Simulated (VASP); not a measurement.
# Ge (Imma) in VASP: notebook

Runs on Ge. Level: PBEsol. Tasks: single point.

Program: VASP 6.6.1. These are calculated values, not measurements. Logs are shortened: lines on timing, memory, paths and dates and some standing lists are left out, and cuts for length are marked.

### Step 1. The cell of the first run

It takes space group Imma (No. 74, orthorhombic). Conventional cell: a = 3.913 Å, b = 3.913 Å, c = 5.534 Å, α = 90.00°, β = 90.00°, γ = 90.00°. Within 3.1 Å of Ge (site symmetry mm2) lie 4 Ge at 2.37 to 2.43 Å.

### Step 2. Single point, PBEsol (atoms displaced along a vibrational mode, the cell strained)

INCAR

```
ALGO = Normal ; EDIFF = 1E-6
ENCUT = 520 ; GGA = PS
ISIF = 2 ; ISMEAR = 0
LASPH = T ; LCHARG = F
LREAL = F ; LWAVE = F
NBANDS = 21 ; NELM = 60
PREC = Accurate ; SIGMA = 0.15
```

KPOINTS

```
k-points
0
Gamma
  14 14 14
```

POSCAR

```
Ge
1.0
    0.0000000000      2.7669151457      2.7669151457
    2.7669151457      0.0000000000      2.7669151457
    2.7669151457      2.7669151457      0.0000000000
Ge
2
Direct
    0.5049332919      0.4950667081      0.4950667081
    0.7450667081      0.7549332919      0.7549332919
```

Potentials or basis: VASP PAW PBE potentials, release 64 (Ge_d).

Launch:

```
cat potpaw_PBE.64/Ge_d/POTCAR > POTCAR
mpirun -np 1 vasp_std > vasp.out
```

OUTCAR:

```text
EDIFF = 1E-6
   ENCUT = 520
   GGA = PS
   ISIF = 2
   ISMEAR = 0
   LASPH = T
   LREAL = F
   NELM = 60
   PREC = Accurate

 ion  position               nearest neighbor table
   1  0.505  0.495  0.495-   2 2.37   2 2.37   2 2.43   2 2.43
   2  0.745  0.755  0.755-   1 2.37   1 2.37   1 2.43   1 2.43

  LATTYP: Found a face centered cubic cell.
 ALAT       =     5.5338302914

  Lattice vectors:

 A1 = (   0.0000000000,   2.7669151457,   2.7669151457)
 A2 = (   2.7669151457,   0.0000000000,   2.7669151457)
 A3 = (   2.7669151457,   2.7669151457,   0.0000000000)

Analysis of symmetry for initial positions (statically):
=====================================================================
 Subroutine PRICEL returns:
 Original cell was already a primitive cell.

 Routine SETGRP: Setting up the symmetry group for a
 face centered cubic supercell.

 Subroutine GETGRP returns: Found  8 space group operations
 (whereof  4 operations were pure point group operations)
 out of a pool of 48 trial point group operations.

The static configuration has the point symmetry C_2v.
 The point group associated with its full space group is D_2h.

Analysis of symmetry for dynamics (positions and initial velocities):
=====================================================================
 Subroutine PRICEL returns:
 Original cell was already a primitive cell.

 Routine SETGRP: Setting up the symmetry group for a
 face centered cubic supercell.

 Subroutine GETGRP returns: Found  8 space group operations
 (whereof  4 operations were pure point group operations)
 out of a pool of 48 trial point group operations.

The dynamic configuration has the point symmetry C_2v.
 The point group associated with its full space group is D_2h.

 Subroutine INISYM returns: Found  8 space group operations
 (whereof  4 operations are pure point group operations),
 and found     1 'primitive' translations

----------------------------------------------------------------------------------------

                                     Primitive cell

  volume of cell :      42.3660

  direct lattice vectors                    reciprocal lattice vectors
     0.000000000  2.766915146  2.766915146    -0.180706662  0.180706662  0.180706662
     2.766915146  0.000000000  2.766915146     0.180706662 -0.180706662  0.180706662
     2.766915146  2.766915146  0.000000000     0.180706662  0.180706662 -0.180706662

  length of vectors
     3.913008925  3.913008925  3.913008925     0.312993120  0.312993120  0.312993120

  position of ions in fractional coordinates (direct lattice)
     0.504933292  0.495066708  0.495066708
     0.745066708  0.754933292  0.754933292

  ion indices of the primitive-cell ions
   primitive index   ion index
                 1           1
                 2           2

----------------------------------------------------------------------------------------

 KPOINTS: k-points

Automatic generation of k-mesh.
 Grid dimensions read from file:
 generate k-points for:   14   14   14

 Generating k-lattice:

  Cartesian coordinates                     Fractional coordinates (reciprocal lattice)
    -0.012907619  0.012907619  0.012907619     0.071428571  0.000000000  0.000000000
     0.012907619 -0.012907619  0.012907619     0.000000000  0.071428571  0.000000000
     0.012907619  0.012907619 -0.012907619     0.000000000  0.000000000  0.071428571

  Length of vectors
     0.022356651  0.022356651  0.022356651

  Shift w.r.t. Gamma in fractional coordinates (k-lattice)
     0.000000000  0.000000000  0.000000000

 Subroutine IBZKPT returns following result:
 ===========================================

 Found    428 irreducible k-points:

 Following reciprocal coordinates:
            Coordinates               Weight
  0.000000  0.000000  0.000000      1.000000
  0.071429  0.000000  0.000000      4.000000
  0.000000  0.071429  0.000000      4.000000
  0.142857  0.000000  0.000000      4.000000
  0.000000  0.142857  0.000000      4.000000
  0.214286  0.000000  0.000000      4.000000
[... 16 lines left out ...]
  0.000000  0.214286  0.071429      4.000000
  0.071429  0.000000  0.214286      8.000000
 [... further k-points ...]
   k-points           NKPTS =    428   k-points in BZ     NKDIM =    428   number of bands    NBANDS=     21
   number of dos      NEDOS =    301   number of ions     NIONS =      2
   total plane-waves  NPLWV =  27000
   dimension x,y,z NGX =    30 NGY =   30 NGZ =   30
   dimension x,y,z NGXF=    60 NGYF=   60 NGZF=   60
   ions per type =               2
   NGX,Y,Z   is equivalent  to a cutoff of  12.75, 12.75, 12.75 a.u.
   NGXF,Y,Z  is equivalent  to a cutoff of  25.49, 25.49, 25.49 a.u.
 SYSTEM =  unknown system
   PREC   = accura    normal or accurate (medium, high low for compatibility)
   ISTART =      0    job   : 0-new  1-cont  2-samecut
   ICHARG =      2    charge: 1-file 2-atom 10-const
   ISPIN  =      1    spin polarized calculation?
   LNONCOLLINEAR =      F non collinear calculations
   LSORBIT =      F    spin-orbit coupling
   LASPH  =      T    aspherical Exc in radial PAW
   ENCUT  =  520.0 eV  38.22 Ry    6.18 a.u.   7.28  7.28  7.28*2*pi/ulx,y,z
   NELM   =     60;   NELMIN=  2; NELMDL= -5     # of ELM steps
   EDIFF  = 0.1E-05   stopping-criterion for ELM
   LREAL  =      F    real-space projection
   EDIFFG = 0.1E-04   stopping-criterion for IOM
   NSW    =      0    number of steps for IOM
   IBRION =     -1    ionic relax: 0-MD 1-quasi-New 2-CG
   NFREE  =      0    steps in history (QN), initial steepest desc. (CG)
   ISIF   =      2    stress and relaxation
   ISYM   =      2    0-nonsym 1-usesym 2-fastsym
   POTIM  = 0.5000    time-step for ionic-motion
   TEBEG  =    0.0;   TEEND  =   0.0 temperature during run
   PSTRESS=    0.0 pullay stress
   NELECT =      28.0000    total number of electrons
   NUPDOWN=      -1.0000    fix difference up-down
   EMIN   =  10.00;   EMAX   =-10.00  energy-range for DOS
   EFERMI =   0.00;   METHOD = LEGACY
   ISMEAR =     0;   SIGMA  =   0.15  broadening in eV -4-tet -1-fermi 0-gaus
   EFERMI_NEDOS =   21; number of points for ismear=-14 and -15
   IALGO  =     38    algorithm
   IMIX   =      4    mixing-type and parameters
     AMIX     =   0.40;   BMIX     =  1.00
     AMIX_MAG =   1.60;   BMIX_MAG =  1.00
  volume/ion in A,a.u.               =      21.18       142.95
  Fermi-wavevector in a.u.,A,eV,Ry     =   1.426007  2.694763 27.667394  2.033496
  Thomas-Fermi vector in A             =   2.546330
   LORBIT       =      0    0 simple, 1 ext, 2 COOP (PROOUT), +10 PAW based schemes
   GGA     = PS    functional components
   LHFCALC =     F    Hartree Fock is set to
   AEXX    =    0.0000 exact exchange contribution
   IVDW    =     0    specifies the selected vdW correction
   LEPSILON=     F    determine dielectric tensor
   LRPA    =     F    only Hartree local field effects (RPA)
 non-spin polarized calculation
 Gauss-broadening in eV      SIGMA  =   0.15
  energy-cutoff  :      520.00
  volume of cell :       42.37
 maximum number of plane-waves:      1158
 NGX is ok and might be reduce to    30
   NGX = 15   NGY = 15   NGZ = 15

 number of electron      28.0000004 magnetization

 Free energy of the ion-electron system (eV)
  ---------------------------------------------------
  ext. energy  EPLUGINS =         0.00000000
  ---------------------------------------------------
  free energy    TOTEN  =        -9.79667048 eV

  energy without entropy =       -9.79624439  energy(sigma->0) =       -9.79645744

 E-fermi :   5.7350     XC(G=0): -10.4487

 val. band max:        5.6606401045   @ k =   0.0000  -0.0714   0.0714
 cond. band min:       5.7887976705   @ k =   0.5000   0.0000   0.0000
 fundamental gap:      0.1281575660
 Fermi energy:         5.7349716477

 k-point     1 :       0.0000    0.0000    0.0000
  band No.  band energies     occupation
      1     -19.3565      2.00000
      2     -19.3445      2.00000
      3     -19.3267      2.00000
      4     -19.3010      2.00000
      5     -19.2995      2.00000
      6     -19.0559      2.00000
[... 13 lines left out ...]
     20      15.1945      0.00000
     21      15.2016      0.00000

 k-point     2 :       0.0714    0.0000    0.0000
  band No.  band energies     occupation
      1     -19.3594      2.00000
      2     -19.3465      2.00000
      3     -19.3264      2.00000
      4     -19.2968      2.00000
      5     -19.2948      2.00000
      6     -19.0577      2.00000
[... 13 lines left out ...]
     20      14.6647      0.00000
     21      14.6791      0.00000

 k-point     3 :       0.0000    0.0714    0.0000
  band No.  band energies     occupation
      1     -19.3587      2.00000
      2     -19.3466      2.00000
      3     -19.3329      2.00000
      4     -19.2934      2.00000
      5     -19.2932      2.00000
      6     -19.0607      2.00000
[... 13 lines left out ...]
     20      14.6215      0.00000
     21      14.6521      0.00000

 k-point     4 :       0.1429    0.0000    0.0000
  band No.  band energies     occupation
      1     -19.3657      2.00000
      2     -19.3513      2.00000
      3     -19.3237      2.00000
      4     -19.2872      2.00000
      5     -19.2845      2.00000
      6     -19.0630      2.00000
[... 13 lines left out ...]
     20      14.0819      0.00000
     21      14.0966      0.00000

 k-point     5 :       0.0000    0.1429    0.0000
  band No.  band energies     occupation
      1     -19.3657      2.00000
      2     -19.3481      2.00000
      3     -19.3426      2.00000
      4     -19.2806      2.00000
      5     -19.2792      2.00000
      6     -19.0703      2.00000
[... 13 lines left out ...]
     20      14.0175      0.00000
     21      14.0275      0.00000

 k-point     6 :       0.2143    0.0000    0.0000
  band No.  band energies     occupation
      1     -19.3721      2.00000
      2     -19.3559      2.00000
      3     -19.3186      2.00000
      4     -19.2764      2.00000
      5     -19.2733      2.00000
      6     -19.0711      2.00000
[... 13 lines left out ...]
     20      13.8567      0.00000
     21      13.9255      0.00000

 k-point     7 :       0.0000    0.2143    0.0000
  band No.  band energies     occupation
      1     -19.3737      2.00000
      2     -19.3504      2.00000
      3     -19.3479      2.00000
      4     -19.2673      2.00000
      5     -19.2657      2.00000
      6     -19.0797      2.00000
[... 13 lines left out ...]
     20      13.7866      0.00000
     21      13.8121      0.00000
[... 291 lines left out ...]
      1     -19.3635      2.00000
      2     -19.3508      2.00000
      3     -19.3414      2.00000
      4     -19.2861      2.00000
      5     -19.2741      2.00000
      6     -19.0821      2.00000
[... 13 lines left out ...]
     20      13.2851      0.00000
     21      14.8891      0.00000

 k-point    21 :       0.0714   -0.0714   -0.0714
  band No.  band energies     occupation
      1     -19.3628      2.00000
      2     -19.3529      2.00000
      3     -19.3298      2.00000
      4     -19.2908      2.00000
      5     -19.2776      2.00000
      6     -19.0785      2.00000
[... 13 lines left out ...]
     20      13.3115      0.00000
     21      14.9424      0.00000

 k-point    22 :       0.2143    0.0714    0.0000
  band No.  band energies     occupation
      1     -19.3736      2.00000
      2     -19.3538      2.00000
      3     -19.3218      2.00000
      4     -19.2805      2.00000
      5     -19.2675      2.00000
      6     -19.0900      2.00000
[... 13 lines left out ...]
     20      13.9761      0.00000
     21      14.6718      0.00000

 k-point    23 :       0.0000    0.2143    0.0714
  band No.  band energies     occupation
      1     -19.3755      2.00000
      2     -19.3453      2.00000
      3     -19.3435      2.00000
      4     -19.2759      2.00000
      5     -19.2628      2.00000
      6     -19.0899      2.00000
[... 13 lines left out ...]
     20      14.0415      0.00000
     21      14.5725      0.00000

 k-point    24 :       0.0714    0.0000    0.2143
  band No.  band energies     occupation
      1     -19.3698      2.00000
      2     -19.3550      2.00000
      3     -19.3473      2.00000
      4     -19.2734      2.00000
      5     -19.2591      2.00000
      6     -19.0943      2.00000
[... 13 lines left out ...]
     20      13.9399      0.00000
     21      14.5396      0.00000

 [... further k-points ...]
[... 5 lines left out ...]
  --------------------------------------------------------------------------------------
  -------------------------------------------------------------------------------------
  Total        1.5864535      1.6338773      1.6338773      0.0000000     -0.6161452      0.0000000
  in kB       59.9957397     61.7891904     61.7891904      0.0000000    -23.3010850      0.0000000
  external PRESSURE =      61.1913735 kB  Pullay stress =       0.0000000 kB

 VOLUME and BASIS-vectors are now :
 -----------------------------------------------------------------------------
  energy-cutoff  :      520.00
  volume of cell :       42.37
      direct lattice vectors                 reciprocal lattice vectors
     0.000000000  2.766915146  2.766915146    -0.180706662  0.180706662  0.180706662
     2.766915146  0.000000000  2.766915146     0.180706662 -0.180706662  0.180706662
     2.766915146  2.766915146  0.000000000     0.180706662  0.180706662 -0.180706662

 POSITION                                       TOTAL-FORCE (eV/Angst)
 -----------------------------------------------------------------------------------
      2.73962      2.76692      2.76692         0.702290     -0.000000     -0.000000
      4.17767      4.15037      4.15037        -0.702290      0.000000      0.000000
 -----------------------------------------------------------------------------------
    total drift:                               -0.000000     -0.000000      0.000000

  FREE ENERGIE OF THE ION-ELECTRON SYSTEM (eV)
  ---------------------------------------------------
  free  energy   TOTEN  =        -9.7966704774 eV

  energy  without entropy=       -9.7962443933  energy(sigma->0) =       -9.79645744
```

Wall time 2.6 min (1 thread of Intel Xeon 6975P-C (Granite Rapids), shared host); peak memory 0.4 GiB.

Results:

```
Free energy            : -9.7967 eV
Pressure               : 6.1 GPa
Largest force          : 0.702 eV/Å
Band gap on the k mesh : zero (bands 14 and 15 overlap by 0.01 eV)
```

Forces on the atoms (eV/Å):
```
Ge   0.702  0.000  0.000
Ge  -0.702  0.000  0.000
```

Caveat: the cell differs from its parent crystal (atoms displaced along a vibrational mode, the cell strained); the cell stands under pressure; semilocal functionals underestimate gaps, and a narrow one can read as zero; the PAW data sets were made with another functional, which shifts forces and pressure a little.

### Step 3. Single point, PBEsol (atoms displaced along a vibrational mode, the cell strained)

INCAR

```
SYSTEM = Ge
ALGO = Normal
EDIFF = 1E-6
ENCUT = 520
GGA = PS
ISIF = 2
ISMEAR = 0
LASPH = .True.
LCHARG = .False.
LREAL = .False.
LWAVE = .False.
NBANDS = 21
NELM = 100
PREC = Accurate
SIGMA = 0.15
```

KPOINTS

```
k-points
0
Gamma
  14 14 14
  0 0 0
```

POSCAR

```
Ge
1.0
    0.0000000000      2.7669151457      2.7669151457
    2.7669151457      0.0000000000      2.7669151457
    2.7669151457      2.7669151457      0.0000000000
Ge
2
Direct
    0.5098665837      0.4901334163      0.4901334163
    0.7401334163      0.7598665837      0.7598665837
```

Potentials or basis: VASP PAW PBE potentials, release 64 (Ge_d).

Launch:

```
cat potpaw_PBE.64/Ge_d/POTCAR > POTCAR
mpirun -np 1 vasp_std > vasp.out
```

Wall time 2.4 min (1 thread of Intel Xeon 6975P-C (Granite Rapids), shared host); peak memory 0.39 GiB.

It converged, with:

```
Free energy            : -9.7397 eV
Pressure               : 6.5 GPa
Largest force          : 1.381 eV/Å
Band gap on the k mesh : zero (bands 14 and 15 overlap by 0.36 eV)
```

Forces in eV/Å, atoms in the order of the input:
```
Ge   1.381  0.000  0.000
Ge  -1.381  0.000  0.000
```

Stress tensor (GPa, compression positive):
```
 5.97  0.00  0.00
 0.00  6.72 -4.74
 0.00 -4.74  6.72
```

Levels at points of the mesh, in eV from the Fermi level:
| k point | band 12 | band 13 | band 14 | band 15 | band 16 | band 17 |
| --- | --- | --- | --- | --- | --- | --- |
| (0.00, 0.00, 0.00) | -0.76 | -0.19 | 0.31 | 0.38 | 1.93 | 2.29 |
| (0.50, 0.00, 0.00) | -7.88 | -2.08 | -1.47 | -0.05 | 3.03 | 3.81 |
| (0.00, 0.50, 0.00) | -8.51 | -1.97 | -1.44 | 0.25 | 3.21 | 3.98 |
| (0.50, 0.50, 0.00) | -9.42 | -3.54 | -3.54 | 0.32 | 0.32 | 9.85 |
| (0.00, 0.50, 0.50) | -9.00 | -3.74 | -3.42 | 0.03 | 0.64 | 9.59 |

Caveat: the cell differs from its parent crystal (atoms displaced along a vibrational mode, the cell strained); the cell stands under pressure; semilocal functionals underestimate gaps, and a narrow one can read as zero; the PAW data sets were made with another functional, which shifts forces and pressure a little.

### Step 4. Single point, PBEsol (atoms displaced along a vibrational mode, the cell strained)

INCAR

```
SYSTEM = Ge
  PREC = Accurate
  ENCUT = 520
  EDIFF = 1E-7
  ISMEAR = 0
  SIGMA = 0.15
  LREAL = .False.
  LASPH = .True.
  NELM = 100
  ALGO = Normal
  ISIF = 2
  LWAVE = .False.
  LCHARG = .False.
  GGA = PS
  NBANDS = 21
```

KPOINTS

```
regular mesh
0
Gamma
  14 14 14
  0 0 0
```

POSCAR

```
Ge
1.0
    0.0000000000      2.7904693977      2.7904693977
    2.7904693977      0.0000000000      2.7904693977
    2.7904693977      2.7904693977      0.0000000000
Ge
2
Direct
    0.5049332919      0.4950667081      0.4950667081
    0.7450667081      0.7549332919      0.7549332919
```

Launch:

```
cat potpaw_PBE.64/Ge_d/POTCAR > POTCAR
mpirun -np 1 vasp_std > vasp.out
```

Run time: 2.7 min. Hardware: 1 thread of Intel Xeon 6975P-C (Granite Rapids), shared host; peak memory 0.41 GiB.

The run converged. Its results:

```
Free energy            : -9.8310 eV
Pressure               : 3.9 GPa
Largest force          : 0.669 eV/Å
Band gap on the k mesh : zero (bands 14 and 15 overlap by 0.09 eV)
```

Forces in eV/Å, atoms in the order of the input:
```
Ge   0.669  0.000  0.000
Ge  -0.669  0.000  0.000
```

Stress tensor (GPa, compression positive):
```
 3.76  0.00  0.00
 0.00  3.90 -2.08
 0.00 -2.08  3.90
```

Levels at points of the mesh, in eV from the Fermi level:
```tsv
k point	band 11	band 12	band 13	band 14	band 15	band 16	band 17	band 18
(0.00, 0.00, 0.00)	-13.29	-0.43	-0.16	0.10	0.20	2.18	2.37	2.58
(0.50, 0.00, 0.00)	-11.16	-7.84	-1.81	-1.51	0.00	3.32	3.71	6.76
(0.00, 0.50, 0.00)	-11.02	-8.16	-1.76	-1.49	0.16	3.41	3.80	6.85
(0.50, 0.50, 0.00)	-9.24	-9.24	-3.40	-3.40	0.44	0.44	9.67	9.67
(0.00, 0.50, 0.50)	-9.43	-9.03	-3.49	-3.33	0.29	0.59	9.55	9.79
```

Caveat: the cell differs from its parent crystal (atoms displaced along a vibrational mode, the cell strained); the cell stands under pressure; semilocal functionals underestimate gaps, and a narrow one can read as zero; the PAW data sets were made with another functional, which shifts forces and pressure a little.

### Step 5. The runs side by side

```csv
cell,gap on the mesh (eV),pressure (GPa),largest force (eV/Å)
"a = 3.913 Å, angles 60.0°, 2 atoms, atomic positions A",none,6.1,0.70
"a = 3.913 Å, angles 60.0°, 2 atoms, atomic positions B",none,6.5,1.38
"a = 3.946 Å, angles 60.0°, 2 atoms, atomic positions A",none,3.9,0.67
```

Alike in all rows: task single point; level PBEsol; potentials or basis VASP PAW PBE potentials, release 64 (Ge_d); no spin polarisation; k mesh 14 × 14 × 14; cutoff (eV) 520; smearing gaussian 0.15 eV.

Caveats: the cell stands under pressure; semilocal functionals underestimate gaps, and a narrow one can read as zero; the PAW data sets were made with another functional, which shifts forces and pressure a little.

Absolute energies hang on the potentials; compare differences alone.

The gap in the log of VASP goes by the Fermi energy; the results here count the filled bands.